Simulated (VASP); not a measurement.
Input of a VASP 6.6.1 run:

Contents of INCAR:

```
SYSTEM = GaP
ALGO = Normal
EDIFF = 1E-6
ENCUT = 520
GGA = PE
ISIF = 2
ISMEAR = -1
LASPH = .TRUE.
LCHARG = .TRUE.
LELF = .TRUE.
LREAL = .FALSE.
LVHAR = .TRUE.
LWAVE = .FALSE.
NBANDS = 16
NELM = 80
PREC = Accurate
SIGMA = 0.02
```

Contents of KPOINTS:

```
k-points
0
G
  8 8 8
  0 0 0
```

Contents of POSCAR:

```
GaP
1.0
    0.0000000000      2.7125899190      2.7253992957
    2.7125899190      0.0000000000      2.7253992957
    2.7125899190      2.7125899190      0.0000000000
Ga P
1 1
Direct
    0.0000000000      0.0000000000      0.0000000000
    0.2500000000      0.2500000000      0.2500000000
```

Potentials or basis: VASP PAW PBE potentials, release 64 (Ga_d, P).

Launch:

```sh
$ cat potpaw_PBE.64/Ga_d/POTCAR potpaw_PBE.64/P/POTCAR > POTCAR
$ mpirun -np 1 vasp_std > vasp.out
```

Question: Predict the pressure.

Answer: 3.2 GPa.

Question: Estimate the band gap on the k mesh.

Answer: 1.60 eV, indirect (least direct gap 1.89 eV).

Stress tensor (GPa, compression positive):
```
3.36 0.00 0.00
0.00 3.36 0.00
0.00 0.00 3.01
```

Caveat: the cell differs from its parent crystal (biaxial xy strain -0.5%). A k mesh can miss the band edges.
